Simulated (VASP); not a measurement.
Wanted: the native input for a VASP 6.6.1 run.

```
Task                   : single point
Functional             : PBE
Potentials or basis    : VASP PAW PBE potentials, release 64 (Zn, H)
Cutoff                 : 520 eV
k mesh                 : 12 × 12 × 6
Occupations            : gaussian, width 0.1 eV
Spin                   : no spin polarisation
Dipole correction      : no
Further INCAR settings : ALGO = Normal; EDIFF = 1e-07; NBANDS = 18
```

The structure of ZnH5 lies in POSCAR:

```
ZnH5
1.0
    4.3855271515      0.0000000000      0.0000000000
   -2.1927635758      3.7979779222      0.0000000000
    0.0000000000      0.0000000000      6.5082104998
Zn H
1 5
Direct
    0.0000000000      0.0000000000      0.0000000000
    0.0000000000      0.0000000000      0.5577530948
    0.0000000000      0.0000000000      0.4422469052
    0.2166890544      0.7833109456      0.0000000000
    0.2166890544      0.4333781089      0.0000000000
    0.5666218911      0.7833109456      0.0000000000
```

The cell was generated, and may not be a known phase.

These files were run (other wordings do the same):

INCAR

```
  ALGO = Normal
  EDIFF = 1E-7
  ENCUT = 520
  GGA = PE
  ISIF = 2
  ISMEAR = 0
  LASPH = True
  LCHARG = True
  LELF = True
  LREAL = False
  LVHAR = True
  LWAVE = False
  NBANDS = 18
  NELM = 80
  PREC = Accurate
  SIGMA = 0.1
```

KPOINTS

```
k-points
0
Gamma
  12 12 6
```

Potentials or basis: VASP PAW PBE potentials, release 64 (Zn, H).

Launch:

```bash
$ cat potpaw_PBE.64/Zn/POTCAR potpaw_PBE.64/H/POTCAR > POTCAR
$ mpirun -np 1 vasp_std > vasp.out
```

It gave:

```yaml
Pressure: 0.0 GPa
Largest_force: 0.028 eV/Å
Band_gap_on_the_k_mesh: zero (an odd number of electrons rules out a gap without spin polarisation)
```

Run time: 55 s on 1 thread of Intel(R) Xeon(R) 6975P-C (Granite Rapids) (shared host), peak memory 0.3 GiB.
